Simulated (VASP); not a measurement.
# SrTl (Pm-3m) in VASP: a series of runs

The runs below take SrTl through single point, with LDA.

All numbers are computed with VASP 6.6.1; they aren't measurements. Logs are shortened: lines on timing, memory, paths and dates and some standing lists are left out, and cuts for length are marked.

## (1) The cell of the first run

It takes space group Pm-3m (No. 221, cubic). Conventional cell: a = 4.032 Å, b = 4.032 Å, c = 4.032 Å, α = 90.00°, β = 90.00°, γ = 90.00°. Within 4.6 Å of Sr (site symmetry m-3m) lie 8 Tl at 3.49 Å and 6 Sr at 4.03 Å. Tl (site symmetry m-3m) has 8 Sr at 3.49 Å and 6 Tl at 4.03 Å within 4.6 Å.

## (2) Single point, LDA

The input, INCAR:

```
SYSTEM = SrTl
PREC = Accurate
ENCUT = 520
EDIFF = 1E-6
ISMEAR = 0
SIGMA = 0.1
LREAL = .FALSE.
LASPH = .TRUE.
NELM = 100
ALGO = Normal
ISIF = 2
LWAVE = .FALSE.
LCHARG = .FALSE.
GGA = CA
NBANDS = 18
```

The input, KPOINTS:

```
regular mesh
0
G
  5 5 5
  0 0 0
```

The input, POSCAR:

```
SrTl
1.0
    4.0320000000      0.0000000000      0.0000000000
    0.0000000000      4.0320000000      0.0000000000
    0.0000000000      0.0000000000      4.0320000000
Sr Tl
1 1
Direct
    0.0000000000      0.0000000000      0.0000000000
    0.5000000000      0.5000000000      0.5000000000
```

Potentials or basis: VASP PAW LDA potentials, release 64 (Sr_sv, Tl_d).

Command:

```sh
cat potpaw_LDA.64/Sr_sv/POTCAR potpaw_LDA.64/Tl_d/POTCAR > POTCAR
mpirun -np 1 vasp_std > vasp.out
```

OUTCAR:

```text
SYSTEM = SrTl
   PREC = Accurate
   ENCUT = 520
   EDIFF = 1E-6
   ISMEAR = 0
   LREAL = .FALSE.
   LASPH = .TRUE.
   NELM = 100
   ISIF = 2
   GGA = CA

 ion  position               nearest neighbor table
   1  0.000  0.000  0.000-   2 3.49   2 3.49   2 3.49   2 3.49   2 3.49   2 3.49   2 3.49   2 3.49

   2  0.500  0.500  0.500-   1 3.49   1 3.49   1 3.49   1 3.49   1 3.49   1 3.49   1 3.49   1 3.49

  LATTYP: Found a simple cubic cell.
 ALAT       =     4.0320000000

  Lattice vectors:

 A1 = (   4.0320000000,   0.0000000000,   0.0000000000)
 A2 = (   0.0000000000,   4.0320000000,   0.0000000000)
 A3 = (   0.0000000000,   0.0000000000,   4.0320000000)

Analysis of symmetry for initial positions (statically):
=====================================================================
 Subroutine PRICEL returns:
 Original cell was already a primitive cell.

 Routine SETGRP: Setting up the symmetry group for a
 simple cubic supercell.

 Subroutine GETGRP returns: Found 48 space group operations
 (whereof 48 operations were pure point group operations)
 out of a pool of 48 trial point group operations.

The static configuration has the point symmetry O_h .

Analysis of symmetry for dynamics (positions and initial velocities):
=====================================================================
 Subroutine PRICEL returns:
 Original cell was already a primitive cell.

 Routine SETGRP: Setting up the symmetry group for a
 simple cubic supercell.

 Subroutine GETGRP returns: Found 48 space group operations
 (whereof 48 operations were pure point group operations)
 out of a pool of 48 trial point group operations.

The dynamic configuration has the point symmetry O_h .

 Subroutine INISYM returns: Found 48 space group operations
 (whereof 48 operations are pure point group operations),
 and found     1 'primitive' translations

----------------------------------------------------------------------------------------

                                     Primitive cell

  volume of cell :      65.5483

  direct lattice vectors                    reciprocal lattice vectors
     4.032000000  0.000000000  0.000000000     0.248015873  0.000000000  0.000000000
     0.000000000  4.032000000  0.000000000     0.000000000  0.248015873  0.000000000
     0.000000000  0.000000000  4.032000000     0.000000000  0.000000000  0.248015873

  length of vectors
     4.032000000  4.032000000  4.032000000     0.248015873  0.248015873  0.248015873

  position of ions in fractional coordinates (direct lattice)
     0.000000000  0.000000000  0.000000000
     0.500000000  0.500000000  0.500000000

  ion indices of the primitive-cell ions
   primitive index   ion index
                 1           1
                 2           2

----------------------------------------------------------------------------------------

 KPOINTS: regular mesh

Automatic generation of k-mesh.
 Grid dimensions read from file:
 generate k-points for:    5    5    5

 Generating k-lattice:

  Cartesian coordinates                     Fractional coordinates (reciprocal lattice)
     0.049603175  0.000000000  0.000000000     0.200000000  0.000000000  0.000000000
     0.000000000  0.049603175  0.000000000     0.000000000  0.200000000  0.000000000
     0.000000000  0.000000000  0.049603175     0.000000000  0.000000000  0.200000000

  Length of vectors
     0.049603175  0.049603175  0.049603175

  Shift w.r.t. Gamma in fractional coordinates (k-lattice)
     0.000000000  0.000000000  0.000000000

 Subroutine IBZKPT returns following result:
 ===========================================

 Found     10 irreducible k-points:

 Following reciprocal coordinates:
            Coordinates               Weight
  0.000000  0.000000  0.000000      1.000000
  0.200000  0.000000  0.000000      6.000000
  0.400000  0.000000  0.000000      6.000000
  0.200000  0.200000  0.000000     12.000000
  0.400000  0.200000  0.000000     24.000000
  0.400000  0.400000  0.000000     12.000000
  0.200000  0.200000  0.200000      8.000000
  0.400000  0.200000  0.200000     24.000000
  0.400000  0.400000  0.200000     24.000000
  0.400000  0.400000  0.400000      8.000000
   k-points           NKPTS =     10   k-points in BZ     NKDIM =     10   number of bands    NBANDS=     18
   number of dos      NEDOS =    301   number of ions     NIONS =      2
   total plane-waves  NPLWV =  27000
   dimension x,y,z NGX =    30 NGY =   30 NGZ =   30
   dimension x,y,z NGXF=    60 NGYF=   60 NGZF=   60
   ions per type =               1   1
   NGX,Y,Z   is equivalent  to a cutoff of  12.37, 12.37, 12.37 a.u.
   NGXF,Y,Z  is equivalent  to a cutoff of  24.74, 24.74, 24.74 a.u.
 SYSTEM =  SrTl
   PREC   = accura    normal or accurate (medium, high low for compatibility)
   ISTART =      0    job   : 0-new  1-cont  2-samecut
   ICHARG =      2    charge: 1-file 2-atom 10-const
   ISPIN  =      1    spin polarized calculation?
   LNONCOLLINEAR =      F non collinear calculations
   LSORBIT =      F    spin-orbit coupling
   LASPH  =      T    aspherical Exc in radial PAW
   ENCUT  =  520.0 eV  38.22 Ry    6.18 a.u.   7.50  7.50  7.50*2*pi/ulx,y,z
   NELM   =    100;   NELMIN=  2; NELMDL= -5     # of ELM steps
   EDIFF  = 0.1E-05   stopping-criterion for ELM
   LREAL  =      F    real-space projection
   EDIFFG = 0.1E-04   stopping-criterion for IOM
   NSW    =      0    number of steps for IOM
   IBRION =     -1    ionic relax: 0-MD 1-quasi-New 2-CG
   NFREE  =      0    steps in history (QN), initial steepest desc. (CG)
   ISIF   =      2    stress and relaxation
   ISYM   =      2    0-nonsym 1-usesym 2-fastsym
   POTIM  = 0.5000    time-step for ionic-motion
   TEBEG  =    0.0;   TEEND  =   0.0 temperature during run
   PSTRESS=    0.0 pullay stress
   NELECT =      23.0000    total number of electrons
   NUPDOWN=      -1.0000    fix difference up-down
   EMIN   =  10.00;   EMAX   =-10.00  energy-range for DOS
   EFERMI =   0.00;   METHOD = LEGACY
   ISMEAR =     0;   SIGMA  =   0.10  broadening in eV -4-tet -1-fermi 0-gaus
   EFERMI_NEDOS =   21; number of points for ismear=-14 and -15
   IALGO  =     38    algorithm
   IMIX   =      4    mixing-type and parameters
     AMIX     =   0.40;   BMIX     =  1.00
     AMIX_MAG =   1.60;   BMIX_MAG =  1.00
  volume/ion in A,a.u.               =      32.77       221.17
  Fermi-wavevector in a.u.,A,eV,Ry     =   1.154685  2.182039 18.140618  1.333298
  Thomas-Fermi vector in A             =   2.291320
   LORBIT       =      0    0 simple, 1 ext, 2 COOP (PROOUT), +10 PAW based schemes
   GGA     = CA    functional components
   LHFCALC =     F    Hartree Fock is set to
   AEXX    =    0.0000 exact exchange contribution
   IVDW    =     0    specifies the selected vdW correction
   LEPSILON=     F    determine dielectric tensor
   LRPA    =     F    only Hartree local field effects (RPA)
 non-spin polarized calculation
 Gauss-broadening in eV      SIGMA  =   0.10
  energy-cutoff  :      520.00
  volume of cell :       65.55
 maximum number of plane-waves:      1791
 NGX is ok and might be reduce to    30
   NGX = 15   NGY = 15   NGZ = 15

 number of electron      23.0000007 magnetization

 Free energy of the ion-electron system (eV)
  ---------------------------------------------------
  ext. energy  EPLUGINS =         0.00000000
  ---------------------------------------------------
  free energy    TOTEN  =        -5.80567903 eV

  energy without entropy =       -5.78696943  energy(sigma->0) =       -5.79632423

 E-fermi :   4.3978     XC(G=0):  -9.5909

 val. band max:        4.2847433724   @ k =   0.2000   0.2000   0.2000
 cond. band min:       4.4377529470   @ k =   0.2000   0.2000   0.0000
 fundamental gap:      0.1530095746
 Fermi energy:         4.3977648085

 k-point     1 :       0.0000    0.0000    0.0000
  band No.  band energies     occupation
      1     -31.3788      2.00000
      2     -13.4294      2.00000
      3     -13.4294      2.00000
      4     -13.4294      2.00000
      5      -7.2099      2.00000
      6      -7.2099      2.00000
[... 10 lines left out ...]
     17       9.2568      0.00000
     18       9.2568      0.00000

 k-point     2 :       0.2000    0.0000    0.0000
  band No.  band energies     occupation
      1     -31.3748      2.00000
      2     -13.5130      2.00000
      3     -13.4247      2.00000
      4     -13.4247      2.00000
      5      -7.2038      2.00000
      6      -7.1546      2.00000
[... 10 lines left out ...]
     17      10.1049      0.00000
     18      10.1049      0.00000

 k-point     3 :       0.4000    0.0000    0.0000
  band No.  band energies     occupation
      1     -31.3683      2.00000
      2     -13.6437      2.00000
      3     -13.4172      2.00000
      4     -13.4172      2.00000
      5      -7.1941      2.00000
      6      -7.1086      2.00000
[... 10 lines left out ...]
     17      11.3334      0.00000
     18      11.3713      0.00000

 k-point     4 :       0.2000    0.2000    0.0000
  band No.  band energies     occupation
      1     -31.3709      2.00000
      2     -13.5123      2.00000
      3     -13.4950      2.00000
      4     -13.4185      2.00000
      5      -7.1763      2.00000
      6      -7.1239      2.00000
[... 10 lines left out ...]
     17       8.7582      0.00000
     18      10.9181      0.00000

 k-point     5 :       0.4000    0.2000    0.0000
  band No.  band energies     occupation
      1     -31.3645      2.00000
      2     -13.6277      2.00000
      3     -13.4884      2.00000
      4     -13.4083      2.00000
      5      -7.1628      2.00000
      6      -7.1424      2.00000
[... 10 lines left out ...]
     17       9.7385      0.00000
     18      11.3266      0.00000

 k-point     6 :       0.4000    0.4000    0.0000
  band No.  band energies     occupation
      1     -31.3583      2.00000
      2     -13.6043      2.00000
      3     -13.5980      2.00000
      4     -13.3939      2.00000
      5      -7.1942      2.00000
      6      -7.1373      2.00000
[... 10 lines left out ...]
     17       9.9645      0.00000
     18       9.9721      0.00000

 k-point     7 :       0.2000    0.2000    0.2000
  band No.  band energies     occupation
      1     -31.3670      2.00000
      2     -13.5050      2.00000
      3     -13.4897      2.00000
      4     -13.4897      2.00000
      5      -7.1220      2.00000
      6      -7.1220      2.00000
[... 10 lines left out ...]
     17      10.2614      0.00000
     18      10.2614      0.00000

 k-point     8 :       0.4000    0.2000    0.2000
  band No.  band energies     occupation
      1     -31.3607      2.00000
      2     -13.6149      2.00000
      3     -13.4811      2.00000
      4     -13.4797      2.00000
      5      -7.1587      2.00000
      6      -7.1229      2.00000
[... 10 lines left out ...]
     17      10.0996      0.00000
     18      11.3831      0.00000

 k-point     9 :       0.4000    0.4000    0.2000
  band No.  band energies     occupation
      1     -31.3546      2.00000
      2     -13.5960      2.00000
      3     -13.5923      2.00000
      4     -13.4673      2.00000
      5      -7.1810      2.00000
      6      -7.1388      2.00000
[... 10 lines left out ...]
     17      10.4328      0.00000
     18      10.7657      0.00000

 k-point    10 :       0.4000    0.4000    0.4000
  band No.  band energies     occupation
      1     -31.3484      2.00000
      2     -13.5830      2.00000
      3     -13.5830      2.00000
      4     -13.5824      2.00000
      5      -7.1606      2.00000
      6      -7.1409      2.00000
[... 10 lines left out ...]
     17      11.1282      0.00000
     18      11.1283      0.00000

------------------------ aborting loop because EDIFF is reached ----------------------------------------

  FORCE on cell =-STRESS in cart. coord.  units (eV):
  Direction    XX          YY          ZZ          XY          YZ          ZX
  --------------------------------------------------------------------------------------
  -------------------------------------------------------------------------------------
  Total       -0.4643159     -0.4643159     -0.4643159      0.0000000      0.0000000      0.0000000
  in kB      -11.3491296    -11.3491296    -11.3491296      0.0000000      0.0000000      0.0000000
  external PRESSURE =     -11.3491296 kB  Pullay stress =       0.0000000 kB

 VOLUME and BASIS-vectors are now :
 -----------------------------------------------------------------------------
  energy-cutoff  :      520.00
  volume of cell :       65.55
      direct lattice vectors                 reciprocal lattice vectors
     4.032000000  0.000000000  0.000000000     0.248015873  0.000000000  0.000000000
     0.000000000  4.032000000  0.000000000     0.000000000  0.248015873  0.000000000
     0.000000000  0.000000000  4.032000000     0.000000000  0.000000000  0.248015873

 POSITION                                       TOTAL-FORCE (eV/Angst)
 -----------------------------------------------------------------------------------
      0.00000      0.00000      0.00000         0.000000      0.000000      0.000000
      2.01600      2.01600      2.01600         0.000000      0.000000      0.000000
 -----------------------------------------------------------------------------------
    total drift:                                0.000000      0.000000      0.000000

  FREE ENERGIE OF THE ION-ELECTRON SYSTEM (eV)
  ---------------------------------------------------
  free  energy   TOTEN  =        -5.8056790297 eV

  energy  without entropy=       -5.7869694325  energy(sigma->0) =       -5.79632423
```

Run time: 14 s. Hardware: 1 thread of Intel Xeon Platinum 8488C (Sapphire Rapids), shared host; peak memory 0.15 GiB.

Results:

- Free energy: -5.8057 eV
- Pressure: -1.1 GPa

Levels at points of the mesh, in eV from the Fermi level:
| k point | band 8 | band 9 | band 10 | band 11 | band 12 | band 13 | band 14 | band 15 |
| --- | --- | --- | --- | --- | --- | --- | --- | --- |
| (0.00, 0.00, 0.00) | -11.49 | -11.49 | -8.08 | 1.05 | 1.05 | 2.70 | 2.70 | 2.70 |

Caveat: spin-orbit coupling is left out, which moves the levels of the heavy elements.

## (3) Single point, LDA

The input, INCAR:

```
ALGO = Normal
EDIFF = 1E-6
ENCUT = 520
ISIF = 2
ISMEAR = 0
LASPH = True
LCHARG = False
LREAL = False
LWAVE = False
NBANDS = 18
NELM = 60
PREC = Accurate
SIGMA = 0.1
```

The input, KPOINTS:

```
k-points
0
Gamma
  6 6 6
```

POSCAR is that of step 2.

Potentials or basis: VASP PAW LDA potentials, release 64 (Sr_sv, Tl_d).

Command:

```sh
cat potpaw_LDA.64/Sr_sv/POTCAR potpaw_LDA.64/Tl_d/POTCAR > POTCAR
mpirun -np 1 vasp_std > vasp.out
```

Run time: 17 s. Hardware: 1 thread of Intel Xeon Platinum 8488C (Sapphire Rapids), shared host; peak memory 0.16 GiB.

The run converged. Its results:

```yaml
Free_energy: -5.8702 eV
Pressure: -1.6 GPa
```

Levels at points of the mesh, in eV from the Fermi level:
```csv
k point,band 8,band 9,band 10,band 11,band 12,band 13,band 14,band 15
"(0.00, 0.00, 0.00)",-11.39,-11.39,-7.99,1.12,1.12,2.79,2.79,2.79
"(0.50, 0.00, 0.00)",-11.38,-11.35,-6.46,-3.07,1.48,1.49,1.49,4.91
"(0.50, 0.50, 0.00)",-11.43,-11.26,-6.07,-0.88,-0.88,0.85,3.59,3.59
"(0.50, 0.50, 0.50)",-11.26,-11.26,-4.80,-1.54,-1.54,-1.54,4.33,4.33
```

Caveat: spin-orbit coupling is left out, which moves the levels of the heavy elements.

## (4) Single point, LDA

The input, INCAR:

```
SYSTEM = SrTl
  ALGO = Normal
  EDIFF = 1E-6
  ENCUT = 520
  GGA = CA
  ISIF = 2
  ISMEAR = 0
  LASPH = .True.
  LCHARG = .True.
  LELF = .True.
  LREAL = .False.
  LVHAR = .True.
  LWAVE = .False.
  NBANDS = 18
  NELM = 80
  PREC = Accurate
  SIGMA = 0.1
```

The input, KPOINTS:

```
k-points
0
Gamma
  7 7 7
  0 0 0
```

POSCAR is that of step 3.

Command:

```sh
cat potpaw_LDA.64/Sr_sv/POTCAR potpaw_LDA.64/Tl_d/POTCAR > POTCAR
mpirun -np 1 vasp_std > vasp.out
```

Wall time 23 s (1 thread of Intel Xeon Platinum 8488C (Sapphire Rapids), shared host); peak memory 0.16 GiB.

It converged, with:

- Free energy: -5.8726 eV
- Pressure: -2.0 GPa

Levels at points of the mesh, in eV from the Fermi level:
```tsv
k point	band 8	band 9	band 10	band 11	band 12	band 13	band 14	band 15
(0.00, 0.00, 0.00)	-11.26	-11.26	-7.84	1.29	1.29	2.94	2.94	2.94
```

Caveat: spin-orbit coupling is left out, which moves the levels of the heavy elements.

## (5) Summary

| k mesh | gap on the mesh (eV) | pressure (GPa) |
| --- | --- | --- |
| 5 × 5 × 5 | none | -1.1 |
| 6 × 6 × 6 | none | -1.6 |
| 7 × 7 × 7 | none | -2.0 |

Alike in all rows: task single point; level LDA; potentials or basis VASP PAW LDA potentials, release 64 (Sr_sv, Tl_d); no spin polarisation; cell as given; cutoff (eV) 520; smearing gaussian 0.1 eV.

Every run on the cell as given and a fine mesh finds a metal.

Caveats: spin-orbit coupling is left out, which moves the levels of the heavy elements.

Absolute energies hang on the potentials; compare differences alone.
